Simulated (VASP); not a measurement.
I, 1 atom in the cell. It takes space group P6/mmm (No. 191, hexagonal). Conventional cell: a = 4.515 Å, b = 4.515 Å, c = 2.929 Å, α = 90.00°, β = 90.00°, γ = 120.00°. Within 3.9 Å of I (site symmetry 6/mmm) lie 2 I at 2.93 Å. 

| Property | Result |
| --- | --- |
| Program | VASP 6.6.1 |
| Task | relaxation of cell and atoms |
| Functional | PBE |
| Potentials or basis | VASP PAW PBE potentials, release 64 (I) |
| Cutoff | 600 eV |
| k mesh | 12 × 12 × 14 |
| Occupations | gaussian, width 0.1 eV |
| Spin | no spin polarisation |
| Dipole correction | no |
| Further INCAR settings | ALGO = Normal; EDIFF = 1e-06; IBRION = 2; EDIFFG = -0.01; NSW = 100; ISIF = 3 |

Potentials or basis: VASP PAW PBE potentials, release 64 (I).

Command:

```console
$ cat potpaw_PBE.64/I/POTCAR > POTCAR
$ mpirun -np 1 vasp_std > vasp.out
```

Hardware: 1 thread of Intel(R) Xeon(R) Platinum 8488C (Sapphire Rapids), on a shared host.

Task: How long does it take, and how much memory?

Result: It took 2.3 min on 1 thread of Intel(R) Xeon(R) Platinum 8488C (Sapphire Rapids), on a shared host, peak memory 0.24 GiB. Counts: scf iterations 85, k points 152, ion steps 11.
